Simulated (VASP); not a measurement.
Write the native input for VASP 6.6.1 that does the following.

| Property | Result |
| --- | --- |
| Task | single point |
| Functional | HSE06 |
| Potentials or basis | VASP PAW PBE potentials, release 64 (Cd, S) |
| Cutoff | 520 eV |
| k mesh | 6 × 6 × 2 |
| Occupations | gaussian, width 0.01 eV |
| Spin | no spin polarisation |
| Dipole correction | no |
| Grid for exact exchange (PRECFOCK) | Normal |
| Further INCAR settings | ALGO = Normal; EDIFF = 1e-06; NBANDS = 26 |
| Screening parameter | 0.2079 1/Å |

CdS:

```xyz
4
Lattice="3.8410 0.0000 0.0000 -1.9205 3.3264 0.0000 0.0000 0.0000 6.4453" Properties=species:S:1:pos:R:3 pbc="T T T"
Cd    0.0000    0.0000    0.0000
Cd    0.0000    0.0000    3.2226
S     0.0000    2.2176    1.6113
S     1.9205    1.1088    4.8340
```

These files were run (other wordings do the same):

POSCAR

```
CdS
1.0
    3.8410415941      0.0000000000      0.0000000000
   -1.9205207970      3.3264395975      0.0000000000
    0.0000000000      0.0000000000      6.4452705884
Cd S
2 2
Direct
    0.0000000000      0.0000000000      0.0000000000
    0.0000000000      0.0000000000      0.5000000000
    0.3333333333      0.6666666667      0.2500000000
    0.6666666667      0.3333333333      0.7500000000
```

INCAR.step1

```
PREC = Accurate ; ENCUT = 520
EDIFF = 1E-5 ; ISMEAR = 0
SIGMA = 0.01 ; LREAL = F
LASPH = T ; NELM = 60
ALGO = Normal ; ISIF = 2
LWAVE = T ; LCHARG = F
NBANDS = 26 ; GGA = PE
LUSENCCL = F
```

INCAR.step2

```
PREC = Accurate ; ENCUT = 520
EDIFF = 1E-6 ; ISMEAR = 0
SIGMA = 0.01 ; LREAL = F
LASPH = T ; NELM = 60
ALGO = Normal ; ISIF = 2
LWAVE = F ; LCHARG = F
GGA = PE ; LHFCALC = T
HFSCREEN = 0.2079 ; PRECFOCK = Normal
NBANDS = 26 ; ISTART = 1
LUSENCCL = F
```

KPOINTS

```
Automatic mesh
0
Gamma
  6 6 2
```

Potentials or basis: VASP PAW PBE potentials, release 64 (Cd, S).

Run with:

```console
$ cat potpaw_PBE.64/Cd/POTCAR potpaw_PBE.64/S/POTCAR > POTCAR
$ cp INCAR.step1 INCAR
$ mpirun -np 1 vasp_std > vasp.out
$ cp INCAR.step2 INCAR
$ mpirun -np 1 vasp_std > vasp.out
```

It gave:

| Quantity | Value |
| --- | --- |
| Pressure | 0.3 GPa |
| Band gap on the k mesh | 1.64 eV, direct |

Caveat: the k points lie up to 0.49 Å⁻¹ apart; the PAW data sets were made with another functional, which shifts forces and pressure a little.

Run time: 11 min on 1 × NVIDIA H100 80GB with 1 thread of Intel(R) Xeon(R) Platinum 8481C CPU @ 2.70GHz (Sapphire Rapids), with other jobs on the host, peak memory 1.2 GiB.
